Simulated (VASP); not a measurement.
# Ta (Im-3m) in VASP: a series of runs

Runs on Ta. Level: PBEsol. Tasks: relaxation of cell and atoms.

Everything below comes from runs of VASP 6.6.1. Logs are shortened: lines on timing, memory, paths and dates and some standing lists are left out, and cuts for length are marked.

## Step 1: The cell of the first run

It takes space group Im-3m (No. 229, cubic). Conventional cell: a = 3.076 Å, b = 3.076 Å, c = 3.076 Å, α = 90.00°, β = 90.00°, γ = 90.00°. Within 3.5 Å of Ta (site symmetry m-3m) lie 14 Ta at 2.66 to 3.08 Å.

## Step 2: Relaxation of cell and atoms, PBEsol, target pressure 58 GPa, at which the enthalpy is minimised

INCAR reads:

```
  PREC = Accurate
  ENCUT = 600
  EDIFF = 1E-6
  ISMEAR = -1
  SIGMA = 0.08
  LREAL = False
  LASPH = True
  NELM = 100
  ALGO = Normal
  ISIF = 3
  LWAVE = False
  LCHARG = False
  GGA = PS
  IBRION = 2
  NSW = 32
  EDIFFG = -0.005
  PSTRESS = 580.0
```

KPOINTS reads:

```
regular mesh
0
Gamma
  18 18 18
```

POSCAR reads:

```
Ta
1.0
   -1.5380580394      1.5380580394      1.5380580394
    1.5380580394     -1.5380580394      1.5380580394
    1.5380580394      1.5380580394     -1.5380580394
Ta
1
Direct
    0.0000000000      0.0000000000      0.0000000000
```

Potentials or basis: VASP PAW PBE potentials, release 64 (Ta_pv).

Run with:

```sh
> cat potpaw_PBE.64/Ta_pv/POTCAR > POTCAR
> mpirun -np 1 vasp_std > vasp.out
```

OUTCAR:

```text
PREC = Accurate
   ENCUT = 600
   EDIFF = 1E-6
   ISMEAR = -1
   LREAL = False
   LASPH = True
   NELM = 100
   ISIF = 3
   GGA = PS
   IBRION = 2
   NSW = 32
   EDIFFG = -0.005
   PSTRESS = 580.0

 ion  position               nearest neighbor table
   1  0.000  0.000  0.000-

  LATTYP: Found a body centered cubic cell.
 ALAT       =     3.0761160788

  Lattice vectors:

 A1 = (  -1.5380580394,   1.5380580394,   1.5380580394)
 A2 = (   1.5380580394,  -1.5380580394,   1.5380580394)
 A3 = (   1.5380580394,   1.5380580394,  -1.5380580394)

Analysis of symmetry for initial positions (statically):
=====================================================================
 Subroutine PRICEL returns:
 Original cell was already a primitive cell.

 Routine SETGRP: Setting up the symmetry group for a
 body centered cubic supercell.

 Subroutine GETGRP returns: Found 48 space group operations
 (whereof 48 operations were pure point group operations)
 out of a pool of 48 trial point group operations.

The static configuration has the point symmetry O_h .

Analysis of symmetry for dynamics (positions and initial velocities):
=====================================================================
 Subroutine PRICEL returns:
 Original cell was already a primitive cell.

 Routine SETGRP: Setting up the symmetry group for a
 body centered cubic supercell.

 Subroutine GETGRP returns: Found 48 space group operations
 (whereof 48 operations were pure point group operations)
 out of a pool of 48 trial point group operations.

The dynamic configuration has the point symmetry O_h .

 Subroutine INISYM returns: Found 48 space group operations
 (whereof 48 operations are pure point group operations),
 and found     1 'primitive' translations

----------------------------------------------------------------------------------------

                                     Primitive cell

  volume of cell :      14.5539

  direct lattice vectors                    reciprocal lattice vectors
    -1.538058039  1.538058039  1.538058039     0.000000000  0.325085262  0.325085262
     1.538058039 -1.538058039  1.538058039     0.325085262  0.000000000  0.325085262
     1.538058039  1.538058039 -1.538058039     0.325085262  0.325085262  0.000000000

  length of vectors
     2.663994669  2.663994669  2.663994669     0.459739986  0.459739986  0.459739986

  position of ions in fractional coordinates (direct lattice)
     0.000000000  0.000000000  0.000000000

  ion indices of the primitive-cell ions
   primitive index   ion index
                 1           1

----------------------------------------------------------------------------------------

 KPOINTS: regular mesh

Automatic generation of k-mesh.
 Grid dimensions read from file:
 generate k-points for:   18   18   18

 Generating k-lattice:

  Cartesian coordinates                     Fractional coordinates (reciprocal lattice)
     0.000000000  0.018060292  0.018060292     0.055555556  0.000000000  0.000000000
     0.018060292  0.000000000  0.018060292     0.000000000  0.055555556  0.000000000
     0.018060292  0.018060292  0.000000000     0.000000000  0.000000000  0.055555556

  Length of vectors
     0.025541110  0.025541110  0.025541110

  Shift w.r.t. Gamma in fractional coordinates (k-lattice)
     0.000000000  0.000000000  0.000000000

 Subroutine IBZKPT returns following result:
 ===========================================

 Found    195 irreducible k-points:

 Following reciprocal coordinates:
            Coordinates               Weight
  0.000000  0.000000  0.000000      1.000000
  0.055556  0.000000  0.000000     12.000000
  0.111111  0.000000  0.000000     12.000000
  0.166667  0.000000  0.000000     12.000000
  0.222222  0.000000  0.000000     12.000000
  0.277778  0.000000  0.000000     12.000000
[... 16 lines left out ...]
  0.333333  0.111111  0.000000     48.000000
  0.388889  0.111111 -0.000000     48.000000
 [... further k-points ...]
   k-points           NKPTS =    195   k-points in BZ     NKDIM =    195   number of bands    NBANDS=      9
   number of dos      NEDOS =    301   number of ions     NIONS =      1
   total plane-waves  NPLWV =  13824
   dimension x,y,z NGX =    24 NGY =   24 NGZ =   24
   dimension x,y,z NGXF=    48 NGYF=   48 NGZF=   48
   ions per type =               1
   NGX,Y,Z   is equivalent  to a cutoff of  14.98, 14.98, 14.98 a.u.
   NGXF,Y,Z  is equivalent  to a cutoff of  29.95, 29.95, 29.95 a.u.
 SYSTEM =  unknown system
   PREC   = accura    normal or accurate (medium, high low for compatibility)
   ISTART =      0    job   : 0-new  1-cont  2-samecut
   ICHARG =      2    charge: 1-file 2-atom 10-const
   ISPIN  =      1    spin polarized calculation?
   LNONCOLLINEAR =      F non collinear calculations
   LSORBIT =      F    spin-orbit coupling
   LASPH  =      T    aspherical Exc in radial PAW
   ENCUT  =  600.0 eV  44.10 Ry    6.64 a.u.   5.32  5.32  5.32*2*pi/ulx,y,z
   NELM   =    100;   NELMIN=  2; NELMDL= -5     # of ELM steps
   EDIFF  = 0.1E-05   stopping-criterion for ELM
   LREAL  =      F    real-space projection
   EDIFFG = -.5E-02   stopping-criterion for IOM
   NSW    =     32    number of steps for IOM
   IBRION =      2    ionic relax: 0-MD 1-quasi-New 2-CG
   NFREE  =      1    steps in history (QN), initial steepest desc. (CG)
   ISIF   =      3    stress and relaxation
   ISYM   =      2    0-nonsym 1-usesym 2-fastsym
   POTIM  = 0.5000    time-step for ionic-motion
   TEBEG  =    0.0;   TEEND  =   0.0 temperature during run
   PSTRESS=  580.0 pullay stress
   NELECT =      11.0000    total number of electrons
   NUPDOWN=      -1.0000    fix difference up-down
   EMIN   =  10.00;   EMAX   =-10.00  energy-range for DOS
   EFERMI =   0.00;   METHOD = LEGACY
   ISMEAR =    -1;   SIGMA  =   0.08  broadening in eV -4-tet -1-fermi 0-gaus
   EFERMI_NEDOS =   21; number of points for ismear=-14 and -15
   IALGO  =     38    algorithm
   IMIX   =      4    mixing-type and parameters
     AMIX     =   0.40;   BMIX     =  1.00
     AMIX_MAG =   1.60;   BMIX_MAG =  1.00
  volume/ion in A,a.u.               =      14.55        98.21
  Fermi-wavevector in a.u.,A,eV,Ry     =   1.491236  2.818027 30.256423  2.223784
  Thomas-Fermi vector in A             =   2.603917
   LORBIT       =      0    0 simple, 1 ext, 2 COOP (PROOUT), +10 PAW based schemes
   GGA     = PS    functional components
   LHFCALC =     F    Hartree Fock is set to
   AEXX    =    0.0000 exact exchange contribution
   IVDW    =     0    specifies the selected vdW correction
   LEPSILON=     F    determine dielectric tensor
   LRPA    =     F    only Hartree local field effects (RPA)
 conjugate gradient relaxation of ions
 non-spin polarized calculation
  energy-cutoff  :      600.00
  volume of cell :       14.55
 maximum number of plane-waves:       498
 NGX is ok and might be reduce to    24
   NGX = 11   NGY = 11   NGZ = 11

--------------------------------------- Ionic step        1  -------------------------------------------

 number of electron      11.0000000 magnetization

 Free energy of the ion-electron system (eV)
  ---------------------------------------------------
  ext. energy  EPLUGINS =         0.00000000
  ---------------------------------------------------
  free energy    TOTEN  =       -12.07269365 eV

  energy without entropy =      -12.05001169  energy(sigma->0) =      -12.06135267

------------------------ aborting loop because EDIFF is reached ----------------------------------------

  FORCE on cell =-STRESS in cart. coord.  units (eV):
  Direction    XX          YY          ZZ          XY          YZ          ZX
  --------------------------------------------------------------------------------------
  -------------------------------------------------------------------------------------
  Total        5.3569524      5.3569524      5.3569524      0.0000000     -0.0000000      0.0000000
  in kB      589.7259017    589.7259017    589.7259017      0.0000000     -0.0000000      0.0000000
  external PRESSURE =       9.7259017 kB  Pullay stress =     580.0000000 kB

 VOLUME and BASIS-vectors are now :
 -----------------------------------------------------------------------------
  energy-cutoff  :      600.00
  volume of cell :       14.55
      direct lattice vectors                 reciprocal lattice vectors
    -1.538058039  1.538058039  1.538058039     0.000000000  0.325085262  0.325085262
     1.538058039 -1.538058039  1.538058039     0.325085262  0.000000000  0.325085262
     1.538058039  1.538058039 -1.538058039     0.325085262  0.325085262  0.000000000
[... 44 lines left out ...]
  FREE ENERGIE OF THE ION-ELECTRON SYSTEM (eV)
  ---------------------------------------------------
  free  energy   TOTEN  =       -12.1384189028 eV

  energy  without entropy=      -12.1155532223  energy(sigma->0) =      -12.12698606

  enthalpy is  TOTEN    =        -6.8021604230 eV   P V=        5.3362584798

--------------------------------------- Ionic step        3  -------------------------------------------

 number of electron      10.9999999 magnetization

 Free energy of the ion-electron system (eV)
  ---------------------------------------------------
  ext. energy  EPLUGINS =         0.00000000
  ---------------------------------------------------
  free energy    TOTEN  =       -12.08511025 eV

  energy without entropy =      -12.06239677  energy(sigma->0) =      -12.07375351

 E-fermi :   7.1539     XC(G=0): -13.8468

 val. band max:        7.1385424191   @ k =  -0.3333   0.4444   0.0556
 cond. band min:       7.1925213237   @ k =  -0.2222   0.3333   0.1111
 fundamental gap:      0.0539789045
 Fermi energy:         7.1539031255

 k-point     1 :       0.0000    0.0000    0.0000
  band No.  band energies     occupation
      1     -25.0064      2.00000
      2     -25.0064      2.00000
      3     -25.0064      2.00000
      4      -1.5084      2.00000
      5       7.8069      0.00057
      6       7.8069      0.00057
      7       7.8069      0.00057
      8      11.8817      0.00000
      9      11.8817      0.00000

 k-point     2 :       0.0556    0.0000    0.0000
  band No.  band energies     occupation
      1     -25.0860      2.00000
      2     -25.0292      2.00000
      3     -25.0072      2.00000
      4      -1.3241      2.00000
      5       7.6838      0.00265
      6       7.7741      0.00086
      7       7.9863      0.00006
      8      11.6636      0.00000
      9      11.8777      0.00000
[... 253 lines left out ...]
 k-point    24 :       0.3889    0.1111   -0.0000
  band No.  band energies     occupation
      1     -27.1552      2.00000
      2     -25.7924      2.00000
      3     -25.1368      2.00000
      4       2.2681      2.00000
      5       5.0483      2.00000
      6       8.6288      0.00000
      7      11.7443      0.00000
      8      13.5102      0.00000
      9      17.3181      0.00000

 [... further k-points ...]
[... 5 lines left out ...]
  --------------------------------------------------------------------------------------
  -------------------------------------------------------------------------------------
  Total        5.2803847      5.2803847      5.2803847     -0.0000000      0.0000000     -0.0000000
  in kB      579.9410256    579.9410256    579.9410256     -0.0000000      0.0000000     -0.0000000
  external PRESSURE =      -0.0589744 kB  Pullay stress =     580.0000000 kB

 VOLUME and BASIS-vectors are now :
 -----------------------------------------------------------------------------
  energy-cutoff  :      600.00
  volume of cell :       14.59
      direct lattice vectors                 reciprocal lattice vectors
    -1.539255715  1.539255715  1.539255715     0.000000000  0.324832317  0.324832317
     1.539255715 -1.539255715  1.539255715     0.324832317  0.000000000  0.324832317
     1.539255715  1.539255715 -1.539255715     0.324832317  0.324832317  0.000000000

 POSITION                                       TOTAL-FORCE (eV/Angst)
 -----------------------------------------------------------------------------------
      0.00000      0.00000      0.00000        -0.000000     -0.000000     -0.000000
 -----------------------------------------------------------------------------------
    total drift:                                0.000000      0.000000     -0.000000

  FREE ENERGIE OF THE ION-ELECTRON SYSTEM (eV)
  ---------------------------------------------------
  free  energy   TOTEN  =       -12.0851102493 eV

  energy  without entropy=      -12.0623967712  energy(sigma->0) =      -12.07375351

  enthalpy is  TOTEN    =        -6.8041885696 eV   P V=        5.2809216797

 reached required accuracy - stopping structural energy minimisation
```

Run time: 63 s. Hardware: 1 thread of Intel Xeon Platinum 8259CL at 2.50GHz (Skylake/Cascade Lake), shared host; peak memory 0.17 GiB.

Results:

```
Free energy                                                : -12.0851 eV
Relaxed volume                                             : 14.59 Å³/atom
Relaxed cell                                               : a = 2.666 Å, b = 2.666 Å, c = 2.666 Å, α = 109.47°, β = 109.47°, γ = 109.47°
Space group after relaxing (to 0.1 Å)                      : Im-3m (No. 229)
Energy change on relaxing (the run minimises the enthalpy) : -12.4 meV/atom
Ionic steps                                                : 3
Pressure after relaxing                                    : 58.0 GPa
Band gap on the k mesh                                     : zero (an odd number of electrons rules out a gap without spin polarisation)
```

The path:
| step | energy change (eV) | largest force (eV/Å) | pressure (GPa) | volume (Å³) |
| --- | --- | --- | --- | --- |
| 1 | 0.0000 | 0.0000 | 58.97 | 14.55 |
| 2 | -0.0657 | 0.0000 | 53.80 | 14.74 |
| 3 | -0.0124 | 0.0000 | 57.99 | 14.59 |

Final structure:
```cif
data_structure
_symmetry_space_group_name_H-M 'P 1'
_symmetry_Int_Tables_number 1
_cell_length_a 2.6661
_cell_length_b 2.6661
_cell_length_c 2.6661
_cell_angle_alpha 109.471
_cell_angle_beta 109.471
_cell_angle_gamma 109.471
_cell_volume 14.59
loop_
_atom_site_label
_atom_site_type_symbol
_atom_site_fract_x
_atom_site_fract_y
_atom_site_fract_z
_atom_site_occupancy
Ta1 Ta 0.00000 0.00000 0.00000 1
```

Levels at points of the mesh, in eV from the Fermi level:
| k point | band 1 | band 2 | band 3 | band 4 | band 5 | band 6 | band 7 | band 8 | band 9 |
| --- | --- | --- | --- | --- | --- | --- | --- | --- | --- |
| (0.00, 0.00, 0.00) | -32.16 | -32.16 | -32.16 | -8.66 | 0.65 | 0.65 | 0.65 | 4.73 | 4.73 |
| (0.50, 0.00, 0.00) | -34.45 | -32.87 | -32.19 | -5.45 | -2.31 | 2.90 | 4.81 | 6.10 | 10.09 |
| (0.50, 0.50, 0.50) | -33.71 | -33.71 | -33.71 | -5.28 | -5.28 | 8.72 | 8.72 | 8.72 | 10.90 |

Caveat: the cell is relaxed towards a set pressure, so the run minimises the enthalpy, not the energy; the PAW data sets were made with another functional, which shifts forces and pressure a little; spin-orbit coupling is left out, which moves the levels of the heavy elements.

## Step 3: Relaxation of cell and atoms, PBEsol, target pressure 58 GPa, at which the enthalpy is minimised

This run uses another cell than the first one, of 14.90 Å³/atom.

INCAR reads:

```
SYSTEM = Ta
PREC = Accurate
ENCUT = 600
EDIFF = 1E-6
ISMEAR = -1
SIGMA = 0.08
LREAL = .False.
LASPH = .True.
NELM = 60
ALGO = Normal
ISIF = 3
LWAVE = .False.
LCHARG = .False.
GGA = PS
IBRION = 2
NSW = 60
EDIFFG = -0.005
PSTRESS = 580.0
```

KPOINTS reads:

```
Automatic mesh
0
Gamma
  18 18 18
  0 0 0
```

POSCAR reads:

```
Ta
1.0
   -1.5501045416      1.5501045416      1.5501045416
    1.5501045416     -1.5501045416      1.5501045416
    1.5501045416      1.5501045416     -1.5501045416
Ta
1
Direct
    0.0000000000      0.0000000000      0.0000000000
```

Potentials or basis: VASP PAW PBE potentials, release 64 (Ta_pv).

Run with:

```sh
> cat potpaw_PBE.64/Ta_pv/POTCAR > POTCAR
> mpirun -np 1 vasp_std > vasp.out
```

Wall time 83 s (1 thread of Intel Xeon Platinum 8259CL at 2.50GHz (Skylake/Cascade Lake), shared host); peak memory 0.17 GiB.

The run converged. Its results:

| Quantity | Value |
| --- | --- |
| Free energy | -12.0856 eV |
| Relaxed volume | 14.59 Å³/atom |
| Relaxed cell | a = 2.666 Å, b = 2.666 Å, c = 2.666 Å, α = 109.47°, β = 109.47°, γ = 109.47° |
| Space group after relaxing (to 0.1 Å) | Im-3m (No. 229) |
| Energy change on relaxing (the run minimises the enthalpy) | +103.8 meV/atom |
| Ionic steps | 4 |
| Pressure after relaxing | 58.0 GPa |
| Band gap on the k mesh | zero (an odd number of electrons rules out a gap without spin polarisation) |

Step by step:
| step | energy change (eV) | largest force (eV/Å) | pressure (GPa) | volume (Å³) |
| --- | --- | --- | --- | --- |
| 1 | 0.0000 | 0.0000 | 49.67 | 14.90 |
| 2 | 0.7412 | 0.0000 | 101.90 | 13.29 |
| 3 | 0.0990 | 0.0000 | 57.60 | 14.60 |
| 4 | 0.1038 | 0.0000 | 57.95 | 14.59 |

Final structure:
```xyz
1
Lattice="-1.5393 1.5393 1.5393 1.5393 -1.5393 1.5393 1.5393 1.5393 -1.5393" Properties=species:S:1:pos:R:3 pbc="T T T"
Ta    0.0000    0.0000    0.0000
```

Levels at points of the mesh, in eV from the Fermi level:
```
           k point  band 2  band 3  band 4  band 5  band 6  band 7  band 8  band 9
(0.00, 0.00, 0.00)  -32.16  -32.16   -8.66    0.65    0.65    0.65    4.73    4.73
(0.50, 0.00, 0.00)  -32.87  -32.19   -5.45   -2.31    2.90    4.81    6.10   10.09
(0.50, 0.50, 0.50)  -33.71  -33.71   -5.28   -5.28    8.72    8.72    8.72   10.89
```

Caveat: the cell is relaxed towards a set pressure, so the run minimises the enthalpy, not the energy; the PAW data sets were made with another functional, which shifts forces and pressure a little; spin-orbit coupling is left out, which moves the levels of the heavy elements.
